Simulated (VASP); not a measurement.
# H (Cmcm) in VASP: notebook, part 2 of 2

VASP 6.6.1. Earlier steps stand in the parts before.

### Step 3. Single point, LDA (strain +0.050 along x and y, +0.000 along z)

Input file INCAR:

```
PREC     = Accurate       # precision mode
ENCUT    = 520            # plane-wave cutoff, eV
EDIFF    = 1E-6           # SCF threshold, eV
ISMEAR   = 0              # smearing method
SIGMA    = 0.05           # smearing width, eV
LREAL    = False          # projectors in reciprocal space
LASPH    = True           # aspherical terms in the spheres
NELM     = 80             # most SCF steps
ALGO     = Normal         # electronic algorithm
ISIF     = 2              # what is computed and relaxed
LWAVE    = False          # write WAVECAR
LCHARG   = False          # write CHGCAR
GGA      = CA             # functional
NBANDS   = 10             # bands
```

Input file KPOINTS:

```
Automatic mesh
0
Gamma
  8 8 4
```

Input file POSCAR:

```
H
1.0
    1.7309584530     -2.8682726415      0.0000000000
    1.7309584530      2.8682726415      0.0000000000
    0.0000000000      0.0000000000      6.3137686200
H
4
Direct
    0.5678085000      0.4321915000      0.9995149500
    0.4321915000      0.5678085000      0.0004850500
    0.4321915000      0.5678085000      0.4995149500
    0.5678085000      0.4321915000      0.5004850500
```

Potentials or basis: VASP PAW LDA potentials, release 64 (H).

The run is started by

```
$ cat potpaw_LDA.64/H/POTCAR > POTCAR
$ mpirun -np 1 vasp_std > vasp.out
```

OUTCAR:

```text
PREC = Accurate
   ENCUT = 520
   EDIFF = 1E-6
   ISMEAR = 0
   LREAL = False
   LASPH = True
   NELM = 80
   ISIF = 2
   GGA = CA

 ion  position               nearest neighbor table
   1  0.568  0.432  1.000-   2 0.78
   2  0.432  0.568  0.000-   1 0.78
   3  0.432  0.568  0.500-   4 0.78
   4  0.568  0.432  0.500-   3 0.78

  LATTYP: Found a base centered orthorhombic cell.
 ALAT       =     3.4619169060
 B/A-ratio  =     1.6570430310
 C/A-ratio  =     1.8237782106

[... 502 lines left out ...]
      8       7.8769      0.00000
      9       9.3604      0.00000
     10      10.0187      0.00000

 [... further k-points ...]
[... 5 lines left out ...]
  --------------------------------------------------------------------------------------
  -------------------------------------------------------------------------------------
  Total       -0.2121365     -0.7255763     -0.1436220      0.0000000      0.0000000      0.0000000
  in kB       -5.4212612    -18.5424859     -3.6703360      0.0000000      0.0000000      0.0000000
  external PRESSURE =      -9.2113610 kB  Pullay stress =       0.0000000 kB

 VOLUME and BASIS-vectors are now :
 -----------------------------------------------------------------------------
  energy-cutoff  :      520.00
  volume of cell :       62.69
      direct lattice vectors                 reciprocal lattice vectors
     1.730958453 -2.868272641  0.000000000     0.288857309 -0.174320946  0.000000000
     1.730958453  2.868272641  0.000000000     0.288857309  0.174320946  0.000000000
     0.000000000  0.000000000  6.313768620     0.000000000  0.000000000  0.158384011

 POSITION                                       TOTAL-FORCE (eV/Angst)
 -----------------------------------------------------------------------------------
      1.73096     -0.38899      6.31071         0.000000      0.275010      0.001944
      1.73096      0.38899      0.00306         0.000000     -0.275010     -0.001944
      1.73096      0.38899      3.15382         0.000000     -0.275010      0.001944
      1.73096     -0.38899      3.15995         0.000000      0.275010     -0.001944
 -----------------------------------------------------------------------------------
    total drift:                                0.000000      0.000000     -0.000000

  FREE ENERGIE OF THE ION-ELECTRON SYSTEM (eV)
  ---------------------------------------------------
  free  energy   TOTEN  =       -13.4942947616 eV

  energy  without entropy=      -13.4942947616  energy(sigma->0) =      -13.49429476
```

Wall time 28 s (1 thread of Intel Xeon Platinum 8375C at 2.90GHz (Ice Lake), shared host); peak memory 0.16 GiB.

What came out:

```
Free energy            : -13.4943 eV
Pressure               : -0.9 GPa
Largest force          : 0.275 eV/Å
Band gap on the k mesh : 7.52 eV
```

Forces on the atoms (eV/Å):
```
H    0.000  0.275  0.002
H    0.000 -0.275 -0.002
H    0.000 -0.275  0.002
H    0.000  0.275 -0.002
```

Levels at points of the mesh, in eV from the valence-band top:
| k point | band 1 | band 2 | band 3 | band 4 | band 5 | band 6 | band 7 |
| --- | --- | --- | --- | --- | --- | --- | --- |
| (0.00, 0.00, 0.00) | -1.80 | -1.02 | 8.72 | 11.45 | 15.17 | 15.66 | 16.09 |
| (0.50, 0.00, 0.00) | -0.78 | -0.22 | 8.39 | 10.72 | 12.17 | 13.90 | 14.45 |
| (0.50, 0.50, 0.00) | -0.53 | 0.00 | 7.52 | 9.50 | 12.66 | 13.87 | 14.24 |
| (0.00, 0.00, 0.50) | -1.44 | -1.44 | 10.15 | 10.15 | 15.58 | 15.58 | 15.79 |
| (0.50, 0.00, 0.50) | -0.52 | -0.52 | 9.21 | 9.21 | 13.61 | 13.61 | 14.95 |
| (0.50, 0.50, 0.50) | -0.28 | -0.28 | 8.27 | 8.27 | 13.80 | 13.80 | 16.67 |

Caveat: the cell differs from its parent crystal (strain +0.050 along x and y, +0.000 along z). A k mesh can miss the band edges.

### Step 4. Single point, LDA (strain +0.025 along x and y, +0.050 along z)

Input file INCAR:

```
SYSTEM = H
PREC     = Accurate       ! precision mode
ENCUT    = 520            ! plane-wave cutoff, eV
EDIFF    = 1E-7           ! SCF threshold, eV
ISMEAR   = 0              ! smearing method
SIGMA    = 0.05           ! smearing width, eV
LREAL    = .False.        ! projectors in reciprocal space
LASPH    = .True.         ! aspherical terms in the spheres
NELM     = 80             ! most SCF steps
ALGO     = Normal         ! electronic algorithm
ISIF     = 2              ! what is computed and relaxed
LWAVE    = .False.        ! write WAVECAR
LCHARG   = .False.        ! write CHGCAR
NBANDS   = 10             ! bands
```

Input file KPOINTS:

```
regular mesh
0
Gamma
  8 8 4
  0 0 0
```

Input file POSCAR:

```
H
1.0
    1.6897451565     -2.7999804357      0.0000000000
    1.6897451565      2.7999804357      0.0000000000
    0.0000000000      0.0000000000      6.6294570510
H
4
Direct
    0.5678085000      0.4321915000      0.9995149500
    0.4321915000      0.5678085000      0.0004850500
    0.4321915000      0.5678085000      0.4995149500
    0.5678085000      0.4321915000      0.5004850500
```

The run is started by

```
$ cat potpaw_LDA.64/H/POTCAR > POTCAR
$ mpirun -np 1 vasp_std > vasp.out
```

Run time: 24 s. Hardware: 1 thread of Intel Xeon Platinum 8375C at 2.90GHz (Ice Lake), shared host; peak memory 0.15 GiB.

Results (log left out):

- Free energy: -13.4984 eV
- Pressure: -0.2 GPa
- Largest force: 0.316 eV/Å
- Band gap on the k mesh: 7.84 eV

Forces on the atoms (eV/Å):
```
H    0.000 -0.316 -0.003
H    0.000  0.316  0.003
H    0.000  0.316 -0.003
H    0.000 -0.316  0.003
```

Stress tensor (GPa, compression positive):
```
-0.54  0.00  0.00
 0.00  0.47  0.00
 0.00  0.00 -0.39
```

Levels at points of the mesh, in eV from the valence-band top:
| k point | band 1 | band 2 | band 3 | band 4 | band 5 | band 6 | band 7 |
| --- | --- | --- | --- | --- | --- | --- | --- |
| (0.00, 0.00, 0.00) | -1.76 | -1.17 | 8.67 | 11.47 | 15.79 | 16.02 | 16.72 |
| (0.50, 0.00, 0.00) | -0.66 | -0.25 | 8.70 | 10.69 | 12.39 | 13.98 | 14.96 |
| (0.50, 0.50, 0.00) | -0.39 | -0.01 | 7.84 | 9.49 | 12.89 | 13.99 | 14.57 |
| (0.00, 0.00, 0.50) | -1.48 | -1.48 | 10.00 | 10.00 | 15.81 | 15.81 | 16.34 |
| (0.50, 0.00, 0.50) | -0.46 | -0.46 | 9.42 | 9.42 | 13.69 | 13.69 | 15.45 |
| (0.50, 0.50, 0.50) | -0.20 | -0.20 | 8.48 | 8.48 | 13.93 | 13.93 | 16.61 |

Caveat: the cell differs from its parent crystal (strain +0.025 along x and y, +0.050 along z).

### Step 5. Single point, LDA (strain +0.050 along x and y, +0.025 along z)

Input file INCAR:

```
SYSTEM = H
ALGO = Normal
EDIFF = 1E-6
ENCUT = 520
ISIF = 2
ISMEAR = 0
LASPH = .TRUE.
LCHARG = .TRUE.
LELF = .TRUE.
LREAL = .FALSE.
LVHAR = .TRUE.
LWAVE = .FALSE.
NBANDS = 10
NELM = 80
PREC = Accurate
SIGMA = 0.05
```

Input file KPOINTS:

```
k-points
0
G
  8 8 4
  0 0 0
```

Input file POSCAR:

```
H
1.0
    1.7309584530     -2.8682726415      0.0000000000
    1.7309584530      2.8682726415      0.0000000000
    0.0000000000      0.0000000000      6.4716128355
H
4
Direct
    0.5678085000      0.4321915000      0.9995149500
    0.4321915000      0.5678085000      0.0004850500
    0.4321915000      0.5678085000      0.4995149500
    0.5678085000      0.4321915000      0.5004850500
```

The run is started by

```
$ cat potpaw_LDA.64/H/POTCAR > POTCAR
$ mpirun -np 1 vasp_std > vasp.out
```

It took 28 s on 1 thread of Intel Xeon Platinum 8375C at 2.90GHz (Ice Lake), shared host; peak memory 0.16 GiB.

It converged, with:

```yaml
Free_energy: -13.4919 eV
Pressure: -0.9 GPa
Largest_force: 0.275 eV/Å
Band_gap_on_the_k_mesh: 7.61 eV
```

Forces on the atoms (eV/Å):
```
H    0.000  0.275  0.002
H    0.000 -0.275 -0.002
H    0.000 -0.275  0.002
H    0.000  0.275 -0.002
```

Stress tensor (GPa, compression positive):
```
-0.53  0.00  0.00
 0.00 -1.80  0.00
 0.00  0.00 -0.38
```

Levels at points of the mesh, in eV from the valence-band top:
```csv
k point,band 1,band 2,band 3,band 4,band 5,band 6
"(0.00, 0.00, 0.00)",-1.72,-1.03,8.70,11.36,15.25,15.54
"(0.50, 0.00, 0.00)",-0.71,-0.23,8.48,10.64,12.18,13.84
"(0.50, 0.50, 0.00)",-0.46,0.00,7.61,9.44,12.66,13.83
"(0.00, 0.00, 0.50)",-1.40,-1.40,10.05,10.05,15.62,15.62
"(0.50, 0.00, 0.50)",-0.48,-0.48,9.25,9.25,13.54,13.54
"(0.50, 0.50, 0.50)",-0.24,-0.24,8.31,8.31,13.74,13.74
```

Caveat: the cell differs from its parent crystal (strain +0.050 along x and y, +0.025 along z).

### Step 6. Overview

| cell | gap on the mesh (eV) | pressure (GPa) | largest force (eV/Å) |
| --- | --- | --- | --- |
| a = 3.270, b = 3.270, c = 6.472 Å, angles 90.0, 90.0, 117.8°, 4 atoms | 7.75 | -0.2 | 0.32 |
| a = 3.350, b = 3.350, c = 6.314 Å, angles 90.0, 90.0, 117.8°, 4 atoms | 7.52 | -0.9 | 0.28 |
| a = 3.270, b = 3.270, c = 6.629 Å, angles 90.0, 90.0, 117.8°, 4 atoms | 7.84 | -0.2 | 0.32 |
| a = 3.350, b = 3.350, c = 6.472 Å, angles 90.0, 90.0, 117.8°, 4 atoms | 7.61 | -0.9 | 0.27 |

Alike in all rows: task single point; level LDA; potentials or basis VASP PAW LDA potentials, release 64 (H); no spin polarisation; k mesh 8 × 8 × 4; cutoff (eV) 520; smearing gaussian 0.05 eV.

Total energies depend on the potentials used, so only differences within one code and one set of settings carry meaning.
